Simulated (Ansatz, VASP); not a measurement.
# One calculation of BaTiO3, two programs

```xyz
15
Lattice="0.0000 2.8580 -2.8742 -3.9633 0.0000 0.0000 0.0000 8.7512 8.7987" Properties=species:S:1:pos:R:3 pbc="T T T"
Ba    0.0000   10.7194    5.0793
Ba    0.0000    5.0035   -0.6690
Ba    0.0000    7.8614    2.2051
Ti   -1.9817    2.1455   -0.5796
Ti   -1.9817    5.0035    2.2946
Ti   -1.9817    7.8614    5.1687
O    -3.9633    2.1455   -0.7729
O    -3.9633    5.0035    2.1013
O    -3.9633    7.8614    4.9754
O    -1.9817    0.7563    0.6456
O    -1.9817    3.6143    3.5198
O    -1.9817    6.4722    6.3939
O    -1.9817    3.5347    0.6456
O    -1.9817    6.3927    3.5198
O    -1.9817    9.2506    6.3939
```

Alike in both runs: task single point; functional r2SCAN; k mesh 6 × 6 × 2; occupations gaussian, width 0.05 eV; no spin polarisation.

|  | VASP | Ansatz |
| --- | --- | --- |
| version | VASP 6.6.1 | Ansatz 0.2.0 |
| potentials or method | VASP PAW PBE potentials, release 64 (Ba_sv, Ti_sv, O), cutoff 520 eV | scalar-relativistic, plane waves, PAW |
| valence electrons in the cell | 120 | 120 |

VASP gave:

| Quantity | Value |
| --- | --- |
| gap on the k mesh at the Fermi level (eV) | 2.47 |
| least direct gap on the mesh (eV) | 3.16 |
| pressure (GPa) | -0.1 |
| traceless stress, the component that is largest in VASP (GPa) | -0.80 |
| rms of the force components (eV/Å) | 0.168 |

Question: What did Ansatz give for the same quantities?

Answer: gap on the k mesh at the Fermi level (eV): 2.46; least direct gap on the mesh (eV): 3.14; pressure (GPa): -1.9; traceless stress, the component that is largest in VASP (GPa): -0.77; rms of the force components (eV/Å): 0.160.

VASP's potentials were made for PBE, not for r2SCAN. Atom by atom the forces differ by 0.069 eV/Å (rms over components).

Spin-orbit coupling is off throughout.
